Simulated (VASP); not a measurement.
Wanted: the native input for a VASP 6.6.1 run.

* Task: electric field gradients
* Functional: PBE
* Potentials or basis: VASP PAW PBE potentials, release 64 (Fe, Co)
* Cutoff: 520 eV
* k mesh: 11 × 11 × 11
* Occupations: fermi-dirac, width 0.05 eV
* Spin: collinear spin, ferromagnetic start
* Starting moments: [3.0, 2.0] μB
* Dipole correction: no
* Further INCAR settings: ALGO = Normal; EDIFF = 1e-08; NBANDS = 20

The structure of FeCo lies in POSCAR:

```
FeCo
1.0
    2.9038443914      0.0000000000      0.0000000000
    0.0000000000      2.9038443914      0.0000000000
    0.0000000000      0.0000000000      2.9038443914
Fe Co
1 1
Direct
    0.5000000000      0.5000000000      0.5000000000
    0.0000000000      0.0000000000      0.0000000000
```

This cell differs from its parent crystal: volume scaled by 1.05.

These files were run (other wordings do the same):

INCAR

```
SYSTEM = FeCo
PREC = Accurate
ENCUT = 520
EDIFF = 1E-8
ISMEAR = -1
SIGMA = 0.05
LREAL = .False.
LASPH = .True.
NELM = 200
ALGO = Normal
ISIF = 2
LWAVE = .False.
LCHARG = .False.
ISPIN = 2
MAGMOM = 3 2
LORBIT = 11
LMAXMIX = 4
GGA = PE
LEFG = .True.
NBANDS = 20
GGA_COMPAT = .False.
```

KPOINTS

```
Automatic mesh
0
Gamma
  11 11 11
  0 0 0
```

Potentials or basis: VASP PAW PBE potentials, release 64 (Fe, Co).

Run with:

```sh
$ cat potpaw_PBE.64/Fe/POTCAR potpaw_PBE.64/Co/POTCAR > POTCAR
$ mpirun -np 1 vasp_std > vasp.out
```

Results of the run:

| Quantity | Value |
| --- | --- |
| Pressure | -10.6 GPa |
| Net moment | 4.59 μB per cell |
| Site moments | Fe +2.85; Co +1.78 μB |
| Valence electrons inside the program's atomic spheres | Fe 7.03; Co 8.13 |

Caveat: without QUAD_EFG the Cq values of the log hold for a quadrupole moment of 1 mb, not for the nuclei.

It took 43 s on 1 thread of Intel(R) Xeon(R) Platinum 8259CL CPU @ 2.50GHz (Skylake/Cascade Lake), on a shared host, peak memory 0.18 GiB.
